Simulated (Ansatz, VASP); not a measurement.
**One calculation of Ir2Pt, two programs**

The input INCAR:

```
SYSTEM = Ir2Pt
ALGO = Normal ; EDIFF = 1E-6
EDIFFG = -0.04 ; ENCUT = 600
GGA = PE ; IBRION = 2
ISIF = 3 ; ISMEAR = 0
LASPH = .True. ; LCHARG = .False.
LREAL = .False. ; LWAVE = .False.
NELM = 100 ; NSW = 90
PREC = Accurate ; SIGMA = 0.1
```

The input KPOINTS:

```
k-points
0
Gamma
  4 4 6
  0 0 0
```

Contents of POSCAR:

```
Ir2Pt
1.0
    5.1771098932      0.0000000000      0.0000000000
    0.0000000000      5.1771098932      0.0000000000
    0.0000000000      0.0000000000      3.3345816661
Ir Pt
4 2
Direct
    0.3060000000      0.3060000000      0.0000000000
    0.1940000000      0.8060000000      0.5000000000
    0.6940000000      0.6940000000      0.0000000000
    0.8060000000      0.1940000000      0.5000000000
    0.0000000000      0.0000000000      0.0000000000
    0.5000000000      0.5000000000      0.5000000000
```

Input for Ansatz:

```yaml
crystal:
  lattice:
    - [5.1771098932, 0.0, 0.0]
    - [0.0, 5.1771098932, 0.0]
    - [0.0, 0.0, 3.3345816661]
  atoms:
    - { symbol: Ir, position: [0.306, 0.306, 0.0] }
    - { symbol: Ir, position: [0.194, 0.806, 0.5] }
    - { symbol: Ir, position: [0.694, 0.694, 0.0] }
    - { symbol: Ir, position: [0.806, 0.194, 0.5] }
    - { symbol: Pt, position: [0.0, 0.0, 0.0] }
    - { symbol: Pt, position: [0.5, 0.5, 0.5] }
basis:
  ecutwfc: 420
kpoints:
  mp_grid: { grid: [4, 4, 6] }
hamiltonian:
  xc: pbe
scf:
  occupations: { method: gaussian, width: 0.1 }
  lower_state_search: "off"
output:
  forces: true
  stress: true
  eigenvalues: true
relax:
  adjacent_minimum: "off"
  f_tol: 0.04
  max_steps: 70
  cell: { stress_tol: 0.4 }
```

Alike in both runs: task relaxation of cell and atoms; functional PBE; k mesh 4 × 4 × 6; occupations gaussian, width 0.1 eV; no spin polarisation.

|  | VASP | Ansatz |
| --- | --- | --- |
| version | VASP 6.6.1 | Ansatz 0.2.0 |
| potentials or method | VASP PAW PBE potentials, release 64 (Ir, Pt), cutoff 600 eV | scalar-relativistic, plane waves, PAW |
| valence electrons in the cell | 56 | 104 |

```tsv
	VASP	Ansatz	Ansatz less VASP
gap on the k mesh at the Fermi level, each at its own relaxed structure (eV)	none	none	-
relaxed volume (Å³/atom)	20.38	20.41	+0.030
relaxed length of the cell vector where the two differ most in proportion (Å)	4.444	4.467	+0.0223
```

A gap of «none» marks a metal or a gap that the smearing closes. VASP's potentials hold 56 valence electrons a cell and Ansatz's 104, so a difference there can come from the potentials and not from the codes.

Neither program's run includes spin-orbit coupling. Noted on VASP's run: the volume moved by over 15 % at a fixed basis, so the end points are rough.
